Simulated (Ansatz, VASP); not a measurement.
**One calculation of Co4F, two programs**

```xyz
5
Lattice="3.9355 0.0000 0.0000 0.0000 3.9355 0.0000 0.0000 0.0000 3.9355" Properties=species:S:1:pos:R:3 pbc="T T T"
Co    1.9677    0.0000    0.0000
Co    0.0000    1.9677    0.0000
Co    0.0000    0.0000    1.9677
Co    1.9677    1.9677    1.9677
F     0.0000    0.0000    0.0000
```

Alike in both runs: functional PBE; k mesh 10 × 10 × 10; occupations gaussian, width 0.1 eV; collinear spin.

Ansatz relaxed the structure, and its values are those at the end. VASP's run is a single point on that final structure, the one shown.

|  | VASP | Ansatz |
| --- | --- | --- |
| version | VASP 6.6.1 | Ansatz 0.2.0 |
| potentials or method | VASP PAW PBE potentials, release 64 (Co, F), cutoff 520 eV | scalar-relativistic, plane waves, PAW |
| valence electrons in the cell | 43 | 75 |

Ansatz gave:

| Item | Value |
| --- | --- |
| gap on the k mesh at the Fermi level (eV) | none |
| pressure (GPa) | 0.0 |
| net moment per atom (μB) | 1.53 |
| size of the moment on the site where the two differ most (μB) | 1.87 |

Question: What did VASP give for the same quantities?

Answer: gap on the k mesh at the Fermi level (eV): none; pressure (GPa): 0.0; net moment per atom (μB): 1.52; size of the moment on the site where the two differ most (μB): 1.93.

Site moments also hang on the region over which each program counts them. A gap of «none» marks a metal or a gap that the smearing closes. VASP's potentials hold 43 valence electrons a cell and Ansatz's 75, so a difference there can come from the potentials and not from the codes.
